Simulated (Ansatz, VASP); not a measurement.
# HCl: VASP beside Ansatz

Contents of INCAR:

```
SYSTEM = HCl
ALGO = Normal
EDIFF = 1E-7
ENCUT = 520
GGA = PS
ISIF = 2
ISMEAR = 0
LASPH = .True.
LCHARG = .False.
LREAL = .False.
LWAVE = .False.
NBANDS = 11
NELM = 80
PREC = Accurate
SIGMA = 0.15
```

The input KPOINTS:

```
k-points
0
Gamma
  16 16 16
  0 0 0
```

Contents of POSCAR:

```
HCl
1.0
    0.0000000000      2.6690625000      2.7375000000
    2.6690625000      0.0000000000      2.7375000000
    2.6690625000      2.6690625000      0.0000000000
H Cl
1 1
Direct
    0.0000000000      0.0000000000      0.0000000000
    0.5000000000      0.5000000000      0.5000000000
```

Input for Ansatz:

```yaml
crystal:
  lattice:
    - [0.0, 2.6690625, 2.7375]
    - [2.6690625, 0.0, 2.7375]
    - [2.6690625, 2.6690625, 0.0]
  atoms:
    - { symbol: H, position: [0.0, 0.0, 0.0] }
    - { symbol: Cl, position: [0.5, 0.5, 0.5] }
basis:
  ecutwfc: 420
kpoints:
  mp_grid: { grid: [16, 16, 16] }
hamiltonian:
  xc: pbesol
scf:
  occupations: { method: gaussian, width: 0.15 }
output:
  forces: true
  stress: true
  eigenvalues: true
```

Change from the starting cell: strain -0.025 along x and y, +0.000 along z, atoms carried along.

Alike in both runs: task single point; functional PBEsol; k mesh 16 × 16 × 16; occupations gaussian, width 0.15 eV; no spin polarisation.

|  | VASP | Ansatz |
| --- | --- | --- |
| version | VASP 6.6.1 | Ansatz 0.2.0 |
| potentials or method | VASP PAW PBE potentials, release 64 (H, Cl), cutoff 520 eV | scalar-relativistic, plane waves, PAW |
| valence electrons in the cell | 8 | 8 |

|  | VASP | Ansatz | Ansatz less VASP |
| --- | --- | --- | --- |
| gap on the k mesh at the Fermi level (eV) | none | none | - |
| pressure (GPa) | -10.7 | -10.7 | +0.06 |
| traceless stress, the component that is largest in VASP (GPa) | 1.32 | 1.32 | -0.005 |

VASP's potentials were made for PBE, not for PBEsol. A gap of «none» marks a metal or a gap that the smearing closes.
